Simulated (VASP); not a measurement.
Wanted: the native input for a VASP 6.6.1 run.

- Task: relaxation of cell and atoms
- Functional: PBE
- Potentials or basis: VASP PAW PBE potentials, release 64 (Si, C)
- Cutoff: 600 eV
- k mesh: 18 × 18 × 8
- Occupations: gaussian, width 0.1 eV
- Spin: no spin polarisation
- Dipole correction: no
- Further INCAR settings: ALGO = Normal; EDIFF = 1e-06; IBRION = 2; EDIFFG = -0.01; NSW = 100; ISIF = 3

The structure of Si3C lies in POSCAR:

```
Si3C
1.0
    2.8876480600      0.0000000000      0.0000000000
   -1.4438240300      2.5007765772      0.0000000000
    0.0000000000      0.0000000000      6.6532786222
Si C
3 1
Direct
    0.3333333333      0.6666666667      0.8168380082
    0.3333333333      0.6666666667      0.1831619918
    0.6666666667      0.3333333333      0.5000000000
    0.6666666667      0.3333333333      0.0000000000
```

The input as run:

INCAR

```
SYSTEM = Si3C
  ALGO = Normal
  EDIFF = 1E-6
  EDIFFG = -0.01
  ENCUT = 600
  GGA = PE
  IBRION = 2
  ISIF = 3
  ISMEAR = 0
  LASPH = .True.
  LCHARG = .False.
  LREAL = .False.
  LWAVE = .False.
  NELM = 80
  NSW = 100
  PREC = Accurate
  SIGMA = 0.1
```

KPOINTS

```
k-points
0
Gamma
  18 18 8
  0 0 0
```

Potentials or basis: VASP PAW PBE potentials, release 64 (Si, C).

Run with:

```bash
$ cat potpaw_PBE.64/Si/POTCAR potpaw_PBE.64/C/POTCAR > POTCAR
$ mpirun -np 1 vasp_std > vasp.out
```

Results of the run:

| Quantity | Value |
| --- | --- |
| Relaxed volume | 11.96 Å³/atom |
| Relaxed cell | a = 2.906 Å, b = 2.906 Å, c = 6.541 Å, α = 90.00°, β = 90.00°, γ = 120.00° |
| Space group after relaxing (to 0.05 Å) | P-6m2 (No. 187) |
| Energy gained by relaxing | 0.9 meV/atom |
| Ionic steps | 18 |
| Pressure after relaxing | -0.1 GPa |
| Largest force after relaxing | 0.008 eV/Å |
| Band gap on the k mesh | zero (band 8 reaches 15.34 eV, above the bottom of band 9 at 7.68 eV) |

Wall time 8.3 min on 1 thread of AMD EPYC 9R45 96-Core Processor (Zen 5) (shared host), peak memory 0.23 GiB.
